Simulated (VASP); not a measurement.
# Bi2TeSe2 (R-3m) in VASP: notebook, part 2 of 2

VASP 6.6.1. The steps go on from the part before.

## (4) Single point, PBEsol (30.02 Å³/atom)

This run uses another cell than the first one, of 30.02 Å³/atom.

INCAR

```
SYSTEM = Bi2TeSe2
PREC = Accurate
ENCUT = 520
EDIFF = 1E-7
ISMEAR = -1
SIGMA = 0.05
LREAL = .False.
LASPH = .True.
NELM = 80
ALGO = Normal
ISIF = 2
LWAVE = .False.
LCHARG = .True.
GGA = PS
LELF = .True.
LVHAR = .True.
NBANDS = 32
```

KPOINTS

```
Automatic mesh
0
Gamma
  7 7 7
  0 0 0
```

POSCAR

```
Bi2TeSe2
1.0
    2.1053513970      1.2155251958      9.7766552961
   -2.1053513970      1.2155251958      9.7766552961
    0.0000000000     -2.4310503916      9.7766552961
Bi Te Se
2 1 2
Direct
    0.6019400000      0.6019400000      0.6019400000
    0.3980600000      0.3980600000      0.3980600000
    0.0000000000      0.0000000000      0.0000000000
    0.7884000000      0.7884000000      0.7884000000
    0.2116000000      0.2116000000      0.2116000000
```

Potentials or basis: VASP PAW PBE potentials, release 64 (Bi_d, Te, Se).

Command:

```sh
> cat potpaw_PBE.64/Bi_d/POTCAR potpaw_PBE.64/Te/POTCAR potpaw_PBE.64/Se/POTCAR > POTCAR
> mpirun -np 1 vasp_std > vasp.out
```

OUTCAR:

```text
SYSTEM = Bi2TeSe2
   PREC = Accurate
   ENCUT = 520
   EDIFF = 1E-7
   ISMEAR = -1
   LREAL = .False.
   LASPH = .True.
   NELM = 80
   ISIF = 2
   GGA = PS

 ion  position               nearest neighbor table
   1  0.602  0.602  0.602-   5 2.95   5 2.95   5 2.95   3 3.08   3 3.08   3 3.08
   2  0.398  0.398  0.398-   4 2.95   4 2.95   4 2.95   3 3.08   3 3.08   3 3.08
   3  0.000  0.000  0.000-   1 3.08   1 3.08   2 3.08   2 3.08   1 3.08   2 3.08
   4  0.788  0.788  0.788-   2 2.95   2 2.95   2 2.95
   5  0.212  0.212  0.212-   1 2.95   1 2.95   1 2.95

  LATTYP: Found a trigonal (rhomboedric) cell.
 ALAT       =    10.0743731708
 COS(alpha) =     0.9126539814

  Lattice vectors:

 A1 = (   2.1053513970,   1.2155251958,   9.7766552961)
 A2 = (  -2.1053513970,   1.2155251958,   9.7766552961)
 A3 = (   0.0000000000,  -2.4310503916,   9.7766552961)

Analysis of symmetry for initial positions (statically):
=====================================================================
 Subroutine PRICEL returns:
 Original cell was already a primitive cell.

 Routine SETGRP: Setting up the symmetry group for a
[... 176 lines left out ...]
 val. band max:        5.1683548313   @ k =   0.0000   0.0000   0.0000
 cond. band min:       5.6086103864   @ k =   0.0000   0.0000   0.0000
 fundamental gap:      0.4402555552
 Fermi energy:         5.3979830508

 k-point     1 :       0.0000    0.0000    0.0000
  band No.  band energies     occupation
      1     -17.7853      2.00000
      2     -17.7853      2.00000
      3     -17.7814      2.00000
      4     -17.7814      2.00000
      5     -17.7750      2.00000
      6     -17.7724      2.00000
[... 829 lines left out ...]
     31       9.8586      0.00000
     32      10.2292      0.00000

 [... further k-points ...]

------------------------ aborting loop because EDIFF is reached ----------------------------------------

  FORCE on cell =-STRESS in cart. coord.  units (eV):
  Direction    XX          YY          ZZ          XY          YZ          ZX
  --------------------------------------------------------------------------------------
  -------------------------------------------------------------------------------------
  Total        0.5117744      0.5117744      0.7225064      0.0000000     -0.0000000      0.0000000
  in kB        5.4620920      5.4620920      7.7112036      0.0000000     -0.0000000      0.0000000
  external PRESSURE =       6.2117959 kB  Pullay stress =       0.0000000 kB

 VOLUME and BASIS-vectors are now :
 -----------------------------------------------------------------------------
  energy-cutoff  :      520.00
  volume of cell :      150.12
      direct lattice vectors                 reciprocal lattice vectors
     2.105351397  1.215525196  9.776655296     0.237490046  0.137114942  0.034094823
    -2.105351397  1.215525196  9.776655296    -0.237490046  0.137114942  0.034094823
     0.000000000 -2.431050392  9.776655296     0.000000000 -0.274229884  0.034094823

 POSITION                                       TOTAL-FORCE (eV/Angst)
 -----------------------------------------------------------------------------------
      0.00000      0.00000     17.65488         0.000000     -0.000000     -1.750932
      0.00000      0.00000     11.67509         0.000000      0.000000      1.750932
      0.00000      0.00000      0.00000        -0.000000     -0.000000      0.000000
      0.00000      0.00000     23.12375         0.000000     -0.000000     -0.674878
      0.00000      0.00000      6.20622         0.000000     -0.000000      0.674878
 -----------------------------------------------------------------------------------
    total drift:                               -0.000000     -0.000000     -0.000000

  FREE ENERGIE OF THE ION-ELECTRON SYSTEM (eV)
  ---------------------------------------------------
  free  energy   TOTEN  =       -21.0017631561 eV

  energy  without entropy=      -21.0016981702  energy(sigma->0) =      -21.00173066
```

OSZICAR:

```text
N       E                     dE             d eps       ncg     rms          rms(c)
DAV:   1     0.459750276519E+03    0.45975E+03   -0.22267E+04  2816   0.151E+03
DAV:   2     0.312141160555E+02   -0.42854E+03   -0.41169E+03  2920   0.400E+02
DAV:   3    -0.194735692599E+02   -0.50688E+02   -0.48207E+02  3728   0.146E+02
DAV:   4    -0.216363094019E+02   -0.21627E+01   -0.21534E+01  3168   0.320E+01
DAV:   5    -0.217219892901E+02   -0.85680E-01   -0.85666E-01  4192   0.650E+00    0.600E+00
DAV:   6    -0.210031352223E+02    0.71885E+00   -0.65956E-01  3824   0.791E+00    0.422E+00
DAV:   7    -0.210044970480E+02   -0.13618E-02   -0.37041E-01  2968   0.252E+00    0.279E+00
DAV:   8    -0.210032285904E+02    0.12685E-02   -0.69800E-02  3680   0.123E+00    0.451E-01
DAV:   9    -0.210016292760E+02    0.15993E-02   -0.20681E-03  3208   0.419E-01    0.263E-01
DAV:  10    -0.210017849423E+02   -0.15567E-03   -0.21137E-03  3264   0.234E-01    0.700E-02
DAV:  11    -0.210017600613E+02    0.24881E-04   -0.19496E-04  3384   0.105E-01    0.330E-02
DAV:  12    -0.210017648084E+02   -0.47471E-05   -0.34578E-05  3904   0.258E-02    0.204E-02
DAV:  13    -0.210017637850E+02    0.10233E-05   -0.80032E-06  3960   0.230E-02    0.893E-03
DAV:  14    -0.210017631943E+02    0.59075E-06   -0.17987E-06  2840   0.872E-03    0.388E-03
DAV:  15    -0.210017631561E+02    0.38201E-07   -0.25004E-07  2680   0.274E-03
   1 F= -.21001763E+02 E0= -.21001731E+02  d E =-.649859E-04
```

Run time: 17 min. Hardware: 1 thread of Intel Xeon Platinum 8375C at 2.90GHz (Ice Lake), shared host; peak memory 1 GiB.

What came out:

```
Free energy            : -21.0018 eV
Pressure               : 0.6 GPa
Largest force          : 1.751 eV/Å
Band gap on the k mesh : 0.44 eV
```

Forces in eV/Å, atoms in the order of the input:
```
Bi   0.000  0.000 -1.751
Bi   0.000  0.000  1.751
Te   0.000  0.000  0.000
Se   0.000  0.000 -0.675
Se   0.000  0.000  0.675
```

Stress tensor (GPa, compression positive):
```
0.55 0.00 0.00
0.00 0.55 0.00
0.00 0.00 0.77
```

Levels at points of the mesh, in eV from the valence-band top:
```
           k point  band 21  band 22  band 23  band 24  band 25  band 26  band 27  band 28
(0.00, 0.00, 0.00)    -1.46    -0.88    -0.88     0.00     0.44     1.02     1.02     2.24
```

Caveat: the PAW data sets were made with another functional, which shifts forces and pressure a little; spin-orbit coupling is left out, which moves the levels of the heavy elements; an odd mesh through Γ misses points on the zone boundary, where band edges can lie.

## (5) Summary

```tsv
cell	gap on the mesh (eV)	pressure (GPa)	largest force (eV/Å)
a = 9.971 Å, angles 24.4°, 5 atoms, atomic positions A	0.50	0.0	0.01
a = 9.941 Å, angles 24.1°, 5 atoms, atomic positions B	0.42	3.3	1.83
a = 10.074 Å, angles 24.1°, 5 atoms, atomic positions B	0.44	0.6	1.75
```

Alike in all rows: task single point; level PBEsol; potentials or basis VASP PAW PBE potentials, release 64 (Bi_d, Te, Se); no spin polarisation; k mesh 7 × 7 × 7; cutoff (eV) 520; smearing fermi-dirac 0.05 eV.

Caveats: the PAW data sets were made with another functional, which shifts forces and pressure a little; spin-orbit coupling is left out, which moves the levels of the heavy elements; an odd mesh through Γ misses points on the zone boundary, where band edges can lie; the cell stands under pressure (at least some runs).

Absolute energies hang on the potentials; compare differences alone.
